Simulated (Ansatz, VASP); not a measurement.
## Sc: VASP beside Ansatz

Contents of POSCAR:

```
Sc
1.0
   -1.9172054859      1.9172054859      1.7176030000
    1.9172054859     -1.9172054859      1.7176030000
    1.9172054859      1.9172054859     -1.7176030000
Sc
1
Direct
    0.0000000000      0.0000000000      0.0000000000
```

Contents of INCAR.step1:

```
PREC = Accurate
ENCUT = 520
EDIFF = 1E-5
ISMEAR = -1
SIGMA = 0.05
LREAL = False
LASPH = True
NELM = 80
ALGO = Normal
ISIF = 2
LWAVE = True
LCHARG = False
GGA = PE
NBANDS = 12
```

INCAR.step2

```
PREC = Accurate
ENCUT = 520
EDIFF = 1E-6
ISMEAR = -1
SIGMA = 0.05
LREAL = False
LASPH = True
NELM = 80
ALGO = Normal
ISIF = 2
LWAVE = False
LCHARG = False
METAGGA = R2SCAN
LHFCALC = True
AEXX = 0.25
LMIXTAU = True
PRECFOCK = Normal
ISTART = 1
NBANDS = 12
```

KPOINTS

```
regular mesh
0
Gamma
  6 6 6
```

File input.yaml:

```yaml
crystal:
  lattice:
    - [-1.9172054859, 1.9172054859, 1.717603]
    - [1.9172054859, -1.9172054859, 1.717603]
    - [1.9172054859, 1.9172054859, -1.717603]
  atoms:
    - { symbol: Sc, position: [0.0, 0.0, 0.0] }
hamiltonian:
  xc: r2scan0
  pseudopotentials: { kind: paw }
kpoints:
  mp_grid: { grid: [6, 6, 6] }
scf:
  occupations: { method: fermi_dirac, width: 0.05 }
  n_extra_bands: 6
output:
  forces: true
  stress: true
  eigenvalues: true
  dos: { projected: true, de: 0.05 }
```

Alike in both runs: functional r2SCAN0; k mesh 6 × 6 × 6; occupations fermi-dirac, width 0.05 eV; no spin polarisation.

|  | VASP | Ansatz |
| --- | --- | --- |
| version | VASP 6.6.1 | Ansatz 0.2.0 |
| potentials or method | VASP PAW PBE potentials, release 64 (Sc_sv) | Ansatz PAW |
| plane-wave cutoff (eV) | 520 | 500 |
| valence electrons in the cell | 11 | 11 |
| task | single point | projected density of states |

```tsv
	VASP	Ansatz	Ansatz less VASP
gap on the k mesh at the Fermi level (eV)	none	none	-
pressure (GPa)	0.7	0.4	-0.25
traceless stress, the component that is largest in VASP (GPa)	2.96	2.99	+0.028
```

VASP's potentials were made for PBE, not for r2SCAN0. A gap of «none» marks a metal or a gap that the smearing closes.

The k mesh is coarse, so the values compare programs but aren't converged.
